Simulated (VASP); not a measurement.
# TeOs (Pm-3m) in VASP: further runs

TeOs is run at these levels: PBE; tasks: relaxation of cell and atoms, single point.

Program: VASP 6.6.1. These are calculated values, not measurements. Logs are shortened: lines on timing, memory, paths and dates and some standing lists are left out, and cuts for length are marked.

### 1 The cell of the first run

Symmetry: Pm-3m, No. 221, cubic system. The conventional cell has a = 3.596 Å, b = 3.596 Å, c = 3.596 Å, α = 90.00°, β = 90.00°, γ = 90.00°. Within 4.1 Å of Te (site symmetry m-3m) lie 8 Os at 3.11 Å and 6 Te at 3.60 Å. Os (site symmetry m-3m) has 8 Te at 3.11 Å and 6 Os at 3.60 Å within 4.1 Å.

### 2 Relaxation of cell and atoms, PBE

File INCAR:

```
SYSTEM = TeOs
ALGO = Normal ; EDIFF = 1E-7
EDIFFG = -0.04 ; ENCUT = 600
GGA = PE ; IBRION = 2
ISIF = 3 ; ISMEAR = 0
LASPH = .TRUE. ; LCHARG = .FALSE.
LREAL = .FALSE. ; LWAVE = .FALSE.
NELM = 100 ; NSW = 90
PREC = Accurate ; SIGMA = 0.1
```

File KPOINTS:

```
k-points
0
G
  6 6 6
  0 0 0
```

File POSCAR:

```
TeOs
1.0
    3.5955571700      0.0000000000      0.0000000000
    0.0000000000      3.5955571700      0.0000000000
    0.0000000000      0.0000000000      3.5955571700
Te Os
1 1
Direct
    0.0000000000      0.0000000000      0.0000000000
    0.5000000000      0.5000000000      0.5000000000
```

Potentials or basis: VASP PAW PBE potentials, release 64 (Te, Os).

Launch:

```bash
$ cat potpaw_PBE.64/Te/POTCAR potpaw_PBE.64/Os/POTCAR > POTCAR
$ mpirun -np 1 vasp_std > vasp.out
```

OUTCAR:

```text
SYSTEM = TeOs
   EDIFF = 1E-7
   EDIFFG = -0.04
   ENCUT = 600
   GGA = PE
   IBRION = 2
   ISIF = 3
   ISMEAR = 0
   LASPH = .TRUE.
   LREAL = .FALSE.
   NELM = 100
   NSW = 90
   PREC = Accurate

 ion  position               nearest neighbor table
   1  0.000  0.000  0.000-   2 3.11   2 3.11   2 3.11   2 3.11   2 3.11   2 3.11   2 3.11   2 3.11

   2  0.500  0.500  0.500-   1 3.11   1 3.11   1 3.11   1 3.11   1 3.11   1 3.11   1 3.11   1 3.11

  LATTYP: Found a simple cubic cell.
 ALAT       =     3.5955571700

  Lattice vectors:

 A1 = (   3.5955571700,   0.0000000000,   0.0000000000)
 A2 = (   0.0000000000,   3.5955571700,   0.0000000000)
 A3 = (   0.0000000000,   0.0000000000,   3.5955571700)

Analysis of symmetry for initial positions (statically):
=====================================================================
 Subroutine PRICEL returns:
 Original cell was already a primitive cell.

 Routine SETGRP: Setting up the symmetry group for a
 simple cubic supercell.

 Subroutine GETGRP returns: Found 48 space group operations
 (whereof 48 operations were pure point group operations)
 out of a pool of 48 trial point group operations.

The static configuration has the point symmetry O_h .

Analysis of symmetry for dynamics (positions and initial velocities):
=====================================================================
 Subroutine PRICEL returns:
 Original cell was already a primitive cell.

 Routine SETGRP: Setting up the symmetry group for a
 simple cubic supercell.

 Subroutine GETGRP returns: Found 48 space group operations
 (whereof 48 operations were pure point group operations)
 out of a pool of 48 trial point group operations.

The dynamic configuration has the point symmetry O_h .

 Subroutine INISYM returns: Found 48 space group operations
 (whereof 48 operations are pure point group operations),
 and found     1 'primitive' translations

----------------------------------------------------------------------------------------

                                     Primitive cell

  volume of cell :      46.4835

  direct lattice vectors                    reciprocal lattice vectors
     3.595557170  0.000000000  0.000000000     0.278121012  0.000000000  0.000000000
     0.000000000  3.595557170  0.000000000     0.000000000  0.278121012  0.000000000
     0.000000000  0.000000000  3.595557170     0.000000000  0.000000000  0.278121012

  length of vectors
     3.595557170  3.595557170  3.595557170     0.278121012  0.278121012  0.278121012

  position of ions in fractional coordinates (direct lattice)
     0.000000000  0.000000000  0.000000000
     0.500000000  0.500000000  0.500000000

  ion indices of the primitive-cell ions
   primitive index   ion index
                 1           1
                 2           2

----------------------------------------------------------------------------------------

 KPOINTS: k-points

Automatic generation of k-mesh.
 Grid dimensions read from file:
 generate k-points for:    6    6    6

 Generating k-lattice:

  Cartesian coordinates                     Fractional coordinates (reciprocal lattice)
     0.046353502  0.000000000  0.000000000     0.166666667  0.000000000  0.000000000
     0.000000000  0.046353502  0.000000000     0.000000000  0.166666667  0.000000000
     0.000000000  0.000000000  0.046353502     0.000000000  0.000000000  0.166666667

  Length of vectors
     0.046353502  0.046353502  0.046353502

  Shift w.r.t. Gamma in fractional coordinates (k-lattice)
     0.000000000  0.000000000  0.000000000

 Subroutine IBZKPT returns following result:
 ===========================================

 Found     20 irreducible k-points:

 Following reciprocal coordinates:
            Coordinates               Weight
  0.000000  0.000000  0.000000      1.000000
  0.166667  0.000000  0.000000      6.000000
  0.333333  0.000000  0.000000      6.000000
  0.500000  0.000000  0.000000      3.000000
  0.166667  0.166667  0.000000     12.000000
  0.333333  0.166667  0.000000     24.000000
[... 12 lines left out ...]
  0.500000  0.500000  0.333333      6.000000
  0.500000  0.500000  0.500000      1.000000
   k-points           NKPTS =     20   k-points in BZ     NKDIM =     20   number of bands    NBANDS=     11
   number of dos      NEDOS =    301   number of ions     NIONS =      2
   total plane-waves  NPLWV =  27000
   dimension x,y,z NGX =    30 NGY =   30 NGZ =   30
   dimension x,y,z NGXF=    60 NGYF=   60 NGZF=   60
   ions per type =               1   1
   NGX,Y,Z   is equivalent  to a cutoff of  13.87, 13.87, 13.87 a.u.
   NGXF,Y,Z  is equivalent  to a cutoff of  27.74, 27.74, 27.74 a.u.
 SYSTEM =  TeOs
   PREC   = accura    normal or accurate (medium, high low for compatibility)
   ISTART =      0    job   : 0-new  1-cont  2-samecut
   ICHARG =      2    charge: 1-file 2-atom 10-const
   ISPIN  =      1    spin polarized calculation?
   LNONCOLLINEAR =      F non collinear calculations
   LSORBIT =      F    spin-orbit coupling
   LASPH  =      T    aspherical Exc in radial PAW
   ENCUT  =  600.0 eV  44.10 Ry    6.64 a.u.   7.18  7.18  7.18*2*pi/ulx,y,z
   NELM   =    100;   NELMIN=  2; NELMDL= -5     # of ELM steps
   EDIFF  = 0.1E-06   stopping-criterion for ELM
   LREAL  =      F    real-space projection
   EDIFFG = -.4E-01   stopping-criterion for IOM
   NSW    =     90    number of steps for IOM
   IBRION =      2    ionic relax: 0-MD 1-quasi-New 2-CG
   NFREE  =      1    steps in history (QN), initial steepest desc. (CG)
   ISIF   =      3    stress and relaxation
   ISYM   =      2    0-nonsym 1-usesym 2-fastsym
   POTIM  = 0.5000    time-step for ionic-motion
   TEBEG  =    0.0;   TEEND  =   0.0 temperature during run
   PSTRESS=    0.0 pullay stress
   NELECT =      14.0000    total number of electrons
   NUPDOWN=      -1.0000    fix difference up-down
   EMIN   =  10.00;   EMAX   =-10.00  energy-range for DOS
   EFERMI =   0.00;   METHOD = LEGACY
   ISMEAR =     0;   SIGMA  =   0.10  broadening in eV -4-tet -1-fermi 0-gaus
   EFERMI_NEDOS =   21; number of points for ismear=-14 and -15
   IALGO  =     38    algorithm
   IMIX   =      4    mixing-type and parameters
     AMIX     =   0.40;   BMIX     =  1.00
     AMIX_MAG =   1.60;   BMIX_MAG =  1.00
  volume/ion in A,a.u.               =      23.24       156.84
  Fermi-wavevector in a.u.,A,eV,Ry     =   1.097366  2.073720 16.384287  1.204211
  Thomas-Fermi vector in A             =   2.233724
   LORBIT       =      0    0 simple, 1 ext, 2 COOP (PROOUT), +10 PAW based schemes
   GGA     = PE    functional components
   LHFCALC =     F    Hartree Fock is set to
   AEXX    =    0.0000 exact exchange contribution
   IVDW    =     0    specifies the selected vdW correction
   LEPSILON=     F    determine dielectric tensor
   LRPA    =     F    only Hartree local field effects (RPA)
 conjugate gradient relaxation of ions
 non-spin polarized calculation
 Gauss-broadening in eV      SIGMA  =   0.10
  energy-cutoff  :      600.00
  volume of cell :       46.48
 maximum number of plane-waves:      1596
 NGX is ok and might be reduce to    30
   NGX = 15   NGY = 15   NGZ = 15

--------------------------------------- Ionic step        1  -------------------------------------------

 number of electron      14.0000001 magnetization

 Free energy of the ion-electron system (eV)
  ---------------------------------------------------
  ext. energy  EPLUGINS =         0.00000000
  ---------------------------------------------------
  free energy    TOTEN  =       -11.66316669 eV

  energy without entropy =      -11.65584242  energy(sigma->0) =      -11.65950455

 E-fermi :   7.3836     XC(G=0): -11.1225

 val. band max:        7.2965167815   @ k =   0.3333   0.3333   0.0000
 cond. band min:       7.4465927208   @ k =   0.5000   0.0000   0.0000
 fundamental gap:      0.1500759393
 Fermi energy:         7.3836286816

 k-point     1 :       0.0000    0.0000    0.0000
  band No.  band energies     occupation
      1      -6.0261      2.00000
      2       4.6910      2.00000
      3       4.6910      2.00000
      4       6.2746      2.00000
      5       6.2746      2.00000
      6       6.2746      2.00000
      7       6.7087      2.00000
      8       6.7087      2.00000
      9       6.7087      2.00000
     10       7.6294      0.00051
     11      14.6118      0.00000

 k-point     2 :       0.1667    0.0000    0.0000
  band No.  band energies     occupation
      1      -5.7699      2.00000
      2       3.4155      2.00000
      3       4.7833      2.00000
      4       5.4542      2.00000
      5       5.4542      2.00000
      6       5.8274      2.00000
      7       6.7293      2.00000
      8       7.8036      0.00000
      9       7.8036      0.00000
     10       9.3644      0.00000
     11      14.1154      0.00000
[... 380 lines left out ...]
 POSITION                                       TOTAL-FORCE (eV/Angst)
 -----------------------------------------------------------------------------------
      0.00000      0.00000      0.00000         0.000000      0.000000      0.000000
      1.66846      1.66846      1.66846        -0.000000     -0.000000      0.000000
 -----------------------------------------------------------------------------------
    total drift:                                0.000000      0.000000      0.000000

  FREE ENERGIE OF THE ION-ELECTRON SYSTEM (eV)
  ---------------------------------------------------
  free  energy   TOTEN  =       -12.4629630477 eV

  energy  without entropy=      -12.4511781569  energy(sigma->0) =      -12.45707060

--------------------------------------- Ionic step        5  -------------------------------------------

 number of electron      14.0000000 magnetization

 Free energy of the ion-electron system (eV)
  ---------------------------------------------------
  ext. energy  EPLUGINS =         0.00000000
  ---------------------------------------------------
  free energy    TOTEN  =       -12.46373497 eV

  energy without entropy =      -12.45231431  energy(sigma->0) =      -12.45802464

 E-fermi :  10.8194     XC(G=0): -12.2766

 val. band max:       10.8187682777   @ k =   0.5000   0.3333   0.0000
 cond. band min:      10.8297278764   @ k =   0.5000   0.0000   0.0000
 fundamental gap:      0.0109595987
 Fermi energy:        10.8193695383

 k-point     1 :       0.0000    0.0000    0.0000
  band No.  band energies     occupation
      1      -4.6407      2.00000
      2       6.6802      2.00000
      3       6.6802      2.00000
      4       9.3851      2.00000
      5       9.3851      2.00000
      6       9.3851      2.00000
      7       9.6906      2.00000
      8       9.6906      2.00000
      9       9.6906      2.00000
     10      12.5902      0.00000
     11      18.5157      0.00000

 k-point     2 :       0.1667    0.0000    0.0000
  band No.  band energies     occupation
      1      -4.2751      2.00000
      2       5.5692      2.00000
      3       6.8063      2.00000
      4       8.1229      2.00000
      5       8.1229      2.00000
      6       8.8030      2.00000
      7       9.7131      2.00000
      8      11.3126      0.00000
      9      11.3126      0.00000
     10      14.2603      0.00000
     11      17.6064      0.00000
[... 272 lines left out ...]
 POSITION                                       TOTAL-FORCE (eV/Angst)
 -----------------------------------------------------------------------------------
      0.00000      0.00000      0.00000         0.000000      0.000000      0.000000
      1.66494      1.66494      1.66494        -0.000000     -0.000000      0.000000
 -----------------------------------------------------------------------------------
    total drift:                                0.000000      0.000000      0.000000

  FREE ENERGIE OF THE ION-ELECTRON SYSTEM (eV)
  ---------------------------------------------------
  free  energy   TOTEN  =       -12.4637349748 eV

  energy  without entropy=      -12.4523143051  energy(sigma->0) =      -12.45802464

 reached required accuracy - stopping structural energy minimisation
```

Wall time 73 s (1 thread of Intel Xeon Platinum 8488C (Sapphire Rapids), shared host); peak memory 0.18 GiB.

What came out:

| Item | Value |
| --- | --- |
| Free energy | -12.4637 eV |
| Relaxed volume | 18.46 Å³/atom |
| Relaxed cell | a = 3.330 Å, b = 3.330 Å, c = 3.330 Å, α = 90.00°, β = 90.00°, γ = 90.00° |
| Space group after relaxing (to 0.05 Å) | Pm-3m (No. 221) |
| Energy gained by relaxing | 400.3 meV/atom |
| Ionic steps | 5 |
| Pressure after relaxing | 0.0 GPa |
| Band gap on the k mesh | zero (band 7 reaches 11.83 eV, above the bottom of band 8 at 9.69 eV) |

Step by step:
| step | energy change (eV) | largest force (eV/Å) | pressure (GPa) | volume (Å³) |
| --- | --- | --- | --- | --- |
| 1 | 0.0000 | 0.0000 | -21.67 | 46.48 |
| 2 | 1.0162 | 0.0000 | 88.41 | 28.38 |
| 3 | -0.7950 | 0.0000 | -2.75 | 37.55 |
| 4 | -0.7998 | 0.0000 | -1.05 | 37.16 |
| 5 | -0.8006 | 0.0000 | 0.02 | 36.92 |

Final structure:
```
Te Os
1.0
     3.32988    0.00000    0.00000
     0.00000    3.32988    0.00000
     0.00000    0.00000    3.32988
Te Os
1 1
Direct
  0.00000 0.00000 0.00000
  0.50000 0.50000 0.50000
```

Caveat: the volume moved by over 15 % at a fixed basis, so the end points are rough; spin-orbit coupling is left out, which moves the levels of the heavy elements.

[end of part 1 of 2]
